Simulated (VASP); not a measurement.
Mo: single point with PBEsol

Crystal: Mo.

```xyz
1
Lattice="-1.5946 1.5946 1.5239 1.5946 -1.5946 1.5239 1.5946 1.5946 -1.5239" Properties=species:S:1:pos:R:3 pbc="T T T"
Mo    0.0000    0.0000    0.0000
```

This cell differs from its parent crystal: strain +0.015 along x and y, -0.030 along z.

| Quantity | Value |
| --- | --- |
| Program | VASP 6.6.1 |
| Task | single point |
| Functional | PBEsol |
| Potentials or basis | VASP PAW PBE potentials, release 64 (Mo_sv) |
| Cutoff | 500 eV |
| k mesh | 22 × 22 × 22 |
| Occupations | gaussian, width 0.15 eV |
| Spin | no spin polarisation |

* Pressure: -2.2 GPa
* Band gap on the k mesh: zero (bands 7 and 8 overlap by 5.33 eV)

Stress tensor (GPa, compression positive):
```
-6.97  0.00  0.00
 0.00 -6.97  0.00
 0.00  0.00  7.26
```

Levels at points of the mesh, in eV from the Fermi level:
```csv
k point,band 3,band 4,band 5,band 6,band 7,band 8,band 9,band 10,band 11,band 12
"(0.00, 0.00, 0.00)",-34.46,-34.43,-7.31,-1.72,-1.17,-1.17,1.30,2.00,14.56,14.56
"(0.50, 0.00, 0.00)",-34.93,-34.48,-5.42,-3.62,1.76,1.78,2.64,4.86,11.91,11.93
"(0.50, 0.50, 0.00)",-34.86,-34.44,-5.35,-3.05,1.25,1.40,2.13,4.77,11.48,12.09
"(0.50, 0.50, 0.50)",-35.49,-35.35,-5.58,-5.47,4.02,4.02,4.18,8.70,8.70,9.90
```

Run time: 3 min on 1 thread of Intel Xeon 8259CL, on a shared host, peak memory 0.25 GiB.

Caveat: the cell differs from its parent crystal (strain +0.015 along x and y, -0.030 along z); the PAW data sets were made with another functional, which shifts forces and pressure a little.
